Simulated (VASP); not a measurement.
# Ta in VASP: settings compared

Aim: see how the results for Ta move with the level of theory and the settings. Levels: PBE, LDA. Tasks: single point.

Everything below comes from runs of VASP 6.6.1. Logs are shortened: lines on timing, memory, paths and dates and some standing lists are left out, and cuts for length are marked.

**1. The cell of the first run**

The structure is hexagonal, space group P6_3/mmc (No. 194). Conventional cell: a = 2.957 Å, b = 2.957 Å, c = 5.268 Å, α = 90.00°, β = 90.00°, γ = 120.00°. Ta (site symmetry -6m2) has 12 Ta at 2.96 to 3.14 Å within 3.9 Å.

**2. Single point, PBE**

Contents of INCAR:

```
SYSTEM = Ta
ALGO = Fast
EDIFF = 1E-7
ENCUT = 520
GGA = PE
ISIF = 2
ISMEAR = -1
LASPH = .TRUE.
LCHARG = .FALSE.
LREAL = .FALSE.
LWAVE = .FALSE.
NBANDS = 18
NELM = 60
PREC = Accurate
SIGMA = 0.05
```

Contents of KPOINTS:

```
k-points
0
G
  11 11 5
  0 0 0
```

Contents of POSCAR:

```
Ta
1.0
    2.9572565550      0.0000000000      0.0000000000
   -1.4786282775      2.5610593022      0.0000000000
    0.0000000000      0.0000000000      5.2675992145
Ta
2
Direct
    0.3333333333      0.6666666667      0.2500000000
    0.6666666667      0.3333333333      0.7500000000
```

Potentials or basis: VASP PAW PBE potentials, release 64 (Ta_pv).

Run with:

```console
$ cat potpaw_PBE.64/Ta_pv/POTCAR > POTCAR
$ mpirun -np 1 vasp_std > vasp.out
```

OUTCAR:

```text
SYSTEM = Ta
   EDIFF = 1E-7
   ENCUT = 520
   GGA = PE
   ISIF = 2
   ISMEAR = -1
   LASPH = .TRUE.
   LREAL = .FALSE.
   NELM = 60
   PREC = Accurate

 ion  position               nearest neighbor table
   1  0.333  0.667  0.250-   2 3.14   2 3.14   2 3.14   2 3.14   2 3.14   2 3.14
   2  0.667  0.333  0.750-   1 3.14   1 3.14   1 3.14   1 3.14   1 3.14   1 3.14

  LATTYP: Found a hexagonal cell.
 ALAT       =     2.9572565550
 C/A-ratio  =     1.7812452577

  Lattice vectors:

 A1 = (   2.9572565550,   0.0000000000,   0.0000000000)
 A2 = (  -1.4786282775,   2.5610593022,   0.0000000000)
 A3 = (   0.0000000000,   0.0000000000,   5.2675992145)

Analysis of symmetry for initial positions (statically):
=====================================================================
 Subroutine PRICEL returns:
 Original cell was already a primitive cell.

 Routine SETGRP: Setting up the symmetry group for a
 hexagonal supercell.

 Subroutine GETGRP returns: Found 24 space group operations
 (whereof 12 operations were pure point group operations)
 out of a pool of 24 trial point group operations.

The static configuration has the point symmetry D_3d.
 The point group associated with its full space group is D_6h.

Analysis of symmetry for dynamics (positions and initial velocities):
=====================================================================
 Subroutine PRICEL returns:
 Original cell was already a primitive cell.

 Routine SETGRP: Setting up the symmetry group for a
 hexagonal supercell.

 Subroutine GETGRP returns: Found 24 space group operations
 (whereof 12 operations were pure point group operations)
 out of a pool of 24 trial point group operations.

The dynamic configuration has the point symmetry D_3d.
 The point group associated with its full space group is D_6h.

 Subroutine INISYM returns: Found 24 space group operations
 (whereof 12 operations are pure point group operations),
 and found     1 'primitive' translations

----------------------------------------------------------------------------------------

                                     Primitive cell

  volume of cell :      39.8953

  direct lattice vectors                    reciprocal lattice vectors
     2.957256555  0.000000000  0.000000000     0.338151250  0.195231715  0.000000000
    -1.478628277  2.561059302  0.000000000     0.000000000  0.390463430  0.000000000
     0.000000000  0.000000000  5.267599214     0.000000000  0.000000000  0.189839804

  length of vectors
     2.957256555  2.957256555  5.267599214     0.390463430  0.390463430  0.189839804

  position of ions in fractional coordinates (direct lattice)
     0.333333333  0.666666667  0.250000000
     0.666666667  0.333333333  0.750000000

  ion indices of the primitive-cell ions
   primitive index   ion index
                 1           1
                 2           2

----------------------------------------------------------------------------------------

 KPOINTS: k-points

Automatic generation of k-mesh.
 Grid dimensions read from file:
 generate k-points for:   11   11    5

 Generating k-lattice:

  Cartesian coordinates                     Fractional coordinates (reciprocal lattice)
     0.030741023  0.017748338  0.000000000     0.090909091  0.000000000  0.000000000
     0.000000000  0.035496675  0.000000000     0.000000000  0.090909091  0.000000000
     0.000000000  0.000000000  0.037967961     0.000000000  0.000000000  0.200000000

  Length of vectors
     0.035496675  0.035496675  0.037967961

  Shift w.r.t. Gamma in fractional coordinates (k-lattice)
     0.000000000  0.000000000  0.000000000

 Subroutine IBZKPT returns following result:
 ===========================================

 Found     48 irreducible k-points:

 Following reciprocal coordinates:
            Coordinates               Weight
  0.000000  0.000000  0.000000      1.000000
  0.090909 -0.000000  0.000000      6.000000
  0.181818 -0.000000  0.000000      6.000000
  0.272727  0.000000  0.000000      6.000000
  0.363636 -0.000000  0.000000      6.000000
  0.454545 -0.000000  0.000000      6.000000
[... 16 lines left out ...]
  0.090909  0.090909  0.200000     12.000000
  0.181818  0.090909  0.200000     24.000000
 [... further k-points ...]
   k-points           NKPTS =     48   k-points in BZ     NKDIM =     48   number of bands    NBANDS=     18
   number of dos      NEDOS =    301   number of ions     NIONS =      2
   total plane-waves  NPLWV =  23040
   dimension x,y,z NGX =    24 NGY =   24 NGZ =   40
   dimension x,y,z NGXF=    48 NGYF=   48 NGZF=   80
   ions per type =               2
   NGX,Y,Z   is equivalent  to a cutoff of  13.49, 13.49, 12.62 a.u.
   NGXF,Y,Z  is equivalent  to a cutoff of  26.98, 26.98, 25.25 a.u.
 SYSTEM =  Ta
   PREC   = accura    normal or accurate (medium, high low for compatibility)
   ISTART =      0    job   : 0-new  1-cont  2-samecut
   ICHARG =      2    charge: 1-file 2-atom 10-const
   ISPIN  =      1    spin polarized calculation?
   LNONCOLLINEAR =      F non collinear calculations
   LSORBIT =      F    spin-orbit coupling
   LASPH  =      T    aspherical Exc in radial PAW
   ENCUT  =  520.0 eV  38.22 Ry    6.18 a.u.   5.50  5.50  9.79*2*pi/ulx,y,z
   NELM   =     60;   NELMIN=  2; NELMDL= -5     # of ELM steps
   EDIFF  = 0.1E-06   stopping-criterion for ELM
   LREAL  =      F    real-space projection
   EDIFFG = 0.1E-05   stopping-criterion for IOM
   NSW    =      0    number of steps for IOM
   IBRION =     -1    ionic relax: 0-MD 1-quasi-New 2-CG
   NFREE  =      0    steps in history (QN), initial steepest desc. (CG)
   ISIF   =      2    stress and relaxation
   ISYM   =      2    0-nonsym 1-usesym 2-fastsym
   POTIM  = 0.5000    time-step for ionic-motion
   TEBEG  =    0.0;   TEEND  =   0.0 temperature during run
   PSTRESS=    0.0 pullay stress
   NELECT =      22.0000    total number of electrons
   NUPDOWN=      -1.0000    fix difference up-down
   EMIN   =  10.00;   EMAX   =-10.00  energy-range for DOS
   EFERMI =   0.00;   METHOD = LEGACY
   ISMEAR =    -1;   SIGMA  =   0.05  broadening in eV -4-tet -1-fermi 0-gaus
   EFERMI_NEDOS =   21; number of points for ismear=-14 and -15
   IALGO  =     68    algorithm
   IMIX   =      4    mixing-type and parameters
     AMIX     =   0.40;   BMIX     =  1.00
     AMIX_MAG =   1.60;   BMIX_MAG =  1.00
  volume/ion in A,a.u.               =      19.95       134.61
  Fermi-wavevector in a.u.,A,eV,Ry     =   1.342482  2.536924 24.521223  1.802259
  Thomas-Fermi vector in A             =   2.470633
   LORBIT       =      0    0 simple, 1 ext, 2 COOP (PROOUT), +10 PAW based schemes
   GGA     = PE    functional components
   LHFCALC =     F    Hartree Fock is set to
   AEXX    =    0.0000 exact exchange contribution
   IVDW    =     0    specifies the selected vdW correction
   LEPSILON=     F    determine dielectric tensor
   LRPA    =     F    only Hartree local field effects (RPA)
 non-spin polarized calculation
 RMM-DIIS sequential band-by-band and
  energy-cutoff  :      520.00
  volume of cell :       39.90
 maximum number of plane-waves:      1099
 NGX is ok and might be reduce to    24
   NGX = 11   NGY = 11   NGZ = 19

 number of electron      22.0000000 magnetization

 Free energy of the ion-electron system (eV)
  ---------------------------------------------------
  ext. energy  EPLUGINS =         0.00000000
  ---------------------------------------------------
  free energy    TOTEN  =       -23.00444555 eV

  energy without entropy =      -22.98283782  energy(sigma->0) =      -22.99364168

 E-fermi :   5.1125     XC(G=0): -12.0904

 val. band max:        5.1114155172   @ k =   0.2727   0.2727   0.0000
 cond. band min:       5.1160973385   @ k =   0.2727   0.0909   0.4000
 fundamental gap:      0.0046818213
 Fermi energy:         5.1125029857

 k-point     1 :       0.0000    0.0000    0.0000
  band No.  band energies     occupation
      1     -29.5016      2.00000
      2     -28.8448      2.00000
      3     -28.7311      2.00000
      4     -28.7311      2.00000
      5     -28.6638      2.00000
      6     -28.6638      2.00000
[... 10 lines left out ...]
     17       9.8791      0.00000
     18       9.8791      0.00000

 k-point     2 :       0.0909   -0.0000    0.0000
  band No.  band energies     occupation
      1     -29.4804      2.00000
      2     -28.8473      2.00000
      3     -28.7999      2.00000
      4     -28.7498      2.00000
      5     -28.7340      2.00000
      6     -28.6768      2.00000
[... 10 lines left out ...]
     17       9.9863      0.00000
     18      10.4600      0.00000

 k-point     3 :       0.1818   -0.0000    0.0000
  band No.  band energies     occupation
      1     -29.4209      2.00000
      2     -28.9828      2.00000
      3     -28.9171      2.00000
      4     -28.8564      2.00000
      5     -28.7988      2.00000
      6     -28.7124      2.00000
[... 10 lines left out ...]
     17      10.1523      0.00000
     18      11.6614      0.00000

 k-point     4 :       0.2727    0.0000    0.0000
  band No.  band energies     occupation
      1     -29.3350      2.00000
      2     -29.2184      2.00000
      3     -29.1465      2.00000
      4     -28.8759      2.00000
      5     -28.8610      2.00000
      6     -28.7599      2.00000
[... 10 lines left out ...]
     17      10.2356      0.00000
     18      12.4167      0.00000

 k-point     5 :       0.3636   -0.0000    0.0000
  band No.  band energies     occupation
      1     -29.4303      2.00000
      2     -29.3486      2.00000
      3     -29.2415      2.00000
      4     -28.9167      2.00000
      5     -28.9081      2.00000
      6     -28.8040      2.00000
[... 10 lines left out ...]
     17      10.2431      0.00000
     18      12.2187      0.00000

 k-point     6 :       0.4545   -0.0000    0.0000
  band No.  band energies     occupation
      1     -29.5539      2.00000
      2     -29.4654      2.00000
      3     -29.1703      2.00000
      4     -28.9492      2.00000
      5     -28.9426      2.00000
      6     -28.8303      2.00000
[... 10 lines left out ...]
     17      11.0986      0.00000
     18      12.2918      0.00000

 k-point     7 :       0.0909    0.0909    0.0000
  band No.  band energies     occupation
      1     -29.4400      2.00000
      2     -28.9145      2.00000
      3     -28.8719      2.00000
      4     -28.8531      2.00000
      5     -28.7748      2.00000
      6     -28.7099      2.00000
[... 10 lines left out ...]
     17      10.0079      0.00000
     18      11.3881      0.00000

 k-point     8 :       0.1818    0.0909    0.0000
  band No.  band energies     occupation
      1     -29.3672      2.00000
      2     -29.1103      2.00000
      3     -29.0667      2.00000
      4     -28.8676      2.00000
      5     -28.8427      2.00000
      6     -28.7639      2.00000
[... 10 lines left out ...]
     17      10.0056      0.00000
     18      12.6697      0.00000
[... 229 lines left out ...]
     17       9.9563      0.00000
     18      10.7636      0.00000

 k-point    20 :       0.2727    0.0000    0.2000
  band No.  band energies     occupation
      1     -29.3339      2.00000
      2     -29.1924      2.00000
      3     -29.1518      2.00000
      4     -28.8988      2.00000
      5     -28.8514      2.00000
      6     -28.7696      2.00000
[... 10 lines left out ...]
     17       9.9936      0.00000
     18      11.2461      0.00000

 k-point    21 :       0.3636   -0.0000    0.2000
  band No.  band energies     occupation
      1     -29.4509      2.00000
      2     -29.3766      2.00000
      3     -29.1778      2.00000
      4     -28.9223      2.00000
      5     -28.9060      2.00000
      6     -28.8148      2.00000
[... 10 lines left out ...]
     17      10.2878      0.00000
     18      11.4478      0.00000

 k-point    22 :       0.4545   -0.0000    0.2000
  band No.  band energies     occupation
      1     -29.5652      2.00000
      2     -29.4904      2.00000
      3     -29.1276      2.00000
      4     -28.9471      2.00000
      5     -28.9380      2.00000
      6     -28.8418      2.00000
[... 10 lines left out ...]
     17      11.1305      0.00000
     18      11.4458      0.00000

 k-point    23 :       0.0909    0.0909    0.2000
  band No.  band energies     occupation
      1     -29.3908      2.00000
      2     -28.9441      2.00000
      3     -28.9044      2.00000
      4     -28.8431      2.00000
      5     -28.7685      2.00000
      6     -28.7173      2.00000
[... 10 lines left out ...]
     17       9.8475      0.00000
     18      10.6736      0.00000

 k-point    24 :       0.1818    0.0909    0.2000
  band No.  band energies     occupation
      1     -29.3395      2.00000
      2     -29.1046      2.00000
      3     -29.0762      2.00000
      4     -28.8972      2.00000
      5     -28.8311      2.00000
      6     -28.7718      2.00000
[... 10 lines left out ...]
     17       9.7880      0.00000
     18      11.2755      0.00000

 [... further k-points ...]

------------------------ aborting loop because EDIFF is reached ----------------------------------------

  FORCE on cell =-STRESS in cart. coord.  units (eV):
  Direction    XX          YY          ZZ          XY          YZ          ZX
  --------------------------------------------------------------------------------------
  -------------------------------------------------------------------------------------
  Total       -2.7986855     -2.7986855     -2.3571672      0.0000000      0.0000000     -0.0000000
  in kB     -112.3940474   -112.3940474    -94.6628555      0.0000000      0.0000000     -0.0000000
  external PRESSURE =    -106.4836501 kB  Pullay stress =       0.0000000 kB

 VOLUME and BASIS-vectors are now :
 -----------------------------------------------------------------------------
  energy-cutoff  :      520.00
  volume of cell :       39.90
      direct lattice vectors                 reciprocal lattice vectors
     2.957256555  0.000000000  0.000000000     0.338151250  0.195231715  0.000000000
    -1.478628277  2.561059302  0.000000000     0.000000000  0.390463430  0.000000000
     0.000000000  0.000000000  5.267599214     0.000000000  0.000000000  0.189839804

 POSITION                                       TOTAL-FORCE (eV/Angst)
 -----------------------------------------------------------------------------------
     -0.00000      1.70737      1.31690         0.000000     -0.000000      0.000000
      1.47863      0.85369      3.95070        -0.000000      0.000000      0.000000
 -----------------------------------------------------------------------------------
    total drift:                               -0.000000      0.000000     -0.000000

  FREE ENERGIE OF THE ION-ELECTRON SYSTEM (eV)
  ---------------------------------------------------
  free  energy   TOTEN  =       -23.0044455450 eV

  energy  without entropy=      -22.9828378199  energy(sigma->0) =      -22.99364168
```

Run time: 16 s. Hardware: 1 thread of Intel Xeon 6975P-C (Granite Rapids), shared host; peak memory 0.17 GiB.

Results:

* Free energy: -23.0044 eV
* Pressure: -10.6 GPa
* Band gap on the k mesh: zero (band 11 reaches 5.88 eV, above the bottom of band 12 at 4.55 eV)

Caveat: spin-orbit coupling is left out, which moves the levels of the heavy elements.

**3. Single point, PBE (atoms moved at random)**

Contents of INCAR:

```
  PREC = Accurate
  ENCUT = 520
  EDIFF = 1E-7
  ISMEAR = -1
  SIGMA = 0.05
  LREAL = False
  LASPH = True
  NELM = 80
  ALGO = Fast
  ISIF = 2
  LWAVE = False
  LCHARG = False
  GGA = PE
  NBANDS = 18
```

Contents of KPOINTS:

```
regular mesh
0
Gamma
  11 11 5
```

Contents of POSCAR:

```
Ta
1.0
    2.9003720726      0.0000000000      0.0000000000
   -1.4501860363      2.5117958953      0.0000000000
    0.0000000000      0.0000000000      5.1662740000
Ta
2
Direct
    0.3303170000      0.6724740000      0.2428560000
    0.6626000000      0.3249700000      0.7592610000
```

Potentials or basis: VASP PAW PBE potentials, release 64 (Ta_pv).

Run with:

```console
$ cat potpaw_PBE.64/Ta_pv/POTCAR > POTCAR
$ mpirun -np 1 vasp_std > vasp.out
```

It took 80 s on 1 thread of Intel Xeon 6975P-C (Granite Rapids), shared host; peak memory 0.28 GiB.

It converged, with:

* Free energy: -23.0498 eV
* Pressure: -0.3 GPa
* Largest force: 0.947 eV/Å
* Band gap on the k mesh: zero (band 11 reaches 6.55 eV, above the bottom of band 12 at 5.03 eV)

Forces in eV/Å, atoms in the order of the input:
```
Ta  -0.023  0.040  0.946
Ta   0.023 -0.040 -0.946
```

Stress tensor (GPa, compression positive):
```
-1.55  0.31 -0.06
 0.31 -0.12  0.13
-0.06  0.13  0.64
```

Levels at points of the mesh, in eV from the Fermi level:
```csv
k point,band 7,band 8,band 9,band 10,band 11,band 12,band 13,band 14,band 15,band 16
"(0.00, 0.00, 0.00)",-8.20,-4.93,-0.65,-0.06,0.54,0.59,1.10,1.15,2.86,3.04
```

Caveat: the cell differs from its parent crystal (atoms moved at random); spin-orbit coupling is left out, which moves the levels of the heavy elements.

[end of part 1 of 2]
